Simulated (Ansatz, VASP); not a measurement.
Ga: VASP beside Ansatz

File INCAR:

```
SYSTEM = Ga
PREC     = Accurate       ! precision mode
ENCUT    = 520            ! plane-wave cutoff, eV
EDIFF    = 1E-7           ! SCF threshold, eV
ISMEAR   = 1              ! smearing method
SIGMA    = 0.05           ! smearing width, eV
LREAL    = .False.        ! projectors in reciprocal space
LASPH    = .True.         ! aspherical terms in the spheres
NELM     = 100            ! most SCF steps
ALGO     = Normal         ! electronic algorithm
ISIF     = 2              ! what is computed and relaxed
LWAVE    = .False.        ! write WAVECAR
LCHARG   = .True.         ! write CHGCAR
GGA      = CA             ! functional
LELF     = .True.         ! ELF
LVHAR    = .True.       
NBANDS   = 34             ! bands
```

Contents of KPOINTS:

```
regular mesh
0
Gamma
  11 11 9
  0 0 0
```

Contents of POSCAR:

```
Ga
1.0
    2.2615000000     -3.8305000000      0.0000000000
    2.2615000000      3.8305000000      0.0000000000
    0.0000000000      0.0000000000      4.5240000000
Ga
4
Direct
    0.3451000000      0.6549000000      0.4190000000
    0.1549000000      0.8451000000      0.9190000000
    0.6549000000      0.3451000000      0.5810000000
    0.8451000000      0.1549000000      0.0810000000
```

Input for Ansatz:

```yaml
crystal:
  lattice:
    - [2.2615, -3.8305, 0.0]
    - [2.2615, 3.8305, 0.0]
    - [0.0, 0.0, 4.524]
  atoms:
    - { symbol: Ga, position: [0.3451, 0.6549, 0.419] }
    - { symbol: Ga, position: [0.1549, 0.8451, 0.919] }
    - { symbol: Ga, position: [0.6549, 0.3451, 0.581] }
    - { symbol: Ga, position: [0.8451, 0.1549, 0.081] }
hamiltonian:
  xc: lda
kpoints:
  mp_grid: { grid: [11, 11, 9] }
scf:
  occupations: { method: methfessel_paxton, width: 0.05 }
  convergence: { dr2_threshold: 1.0e-09 }
basis:
  ecutwfc: 600
output:
  eigenvalues: true
  forces: true
  stress: true
```

Alike in both runs: task single point; functional LDA; k mesh 11 × 11 × 9; occupations methfessel-paxton of order 1, width 0.05 eV; no spin polarisation.

|  | VASP | Ansatz |
| --- | --- | --- |
| version | VASP 6.6.1 | Ansatz 0.2.0 |
| potentials or method | VASP PAW LDA potentials, release 64 (Ga_d), cutoff 520 eV | scalar-relativistic, plane waves, PAW |
| valence electrons in the cell | 52 | 52 |

Ansatz gave:

| Item | Value |
| --- | --- |
| gap on the k mesh at the Fermi level (eV) | none |
| pressure (GPa) | -3.7 |
| traceless stress, the component that is largest in VASP (GPa) | 0.35 |
| rms of the force components (eV/Å) | 0.105 |

Problem. Estimate VASP's values.

Solution. gap on the k mesh at the Fermi level (eV): none; pressure (GPa): -3.5; traceless stress, the component that is largest in VASP (GPa): 0.38; rms of the force components (eV/Å): 0.104.

LDA's correlation is that of Perdew and Zunger in VASP and of Perdew and Wang (1992) in Ansatz. Atom by atom the forces differ by 0.001 eV/Å (rms over components). A gap of «none» marks a metal or a gap that the smearing closes. Ansatz's warnings: stress scf threshold loose.
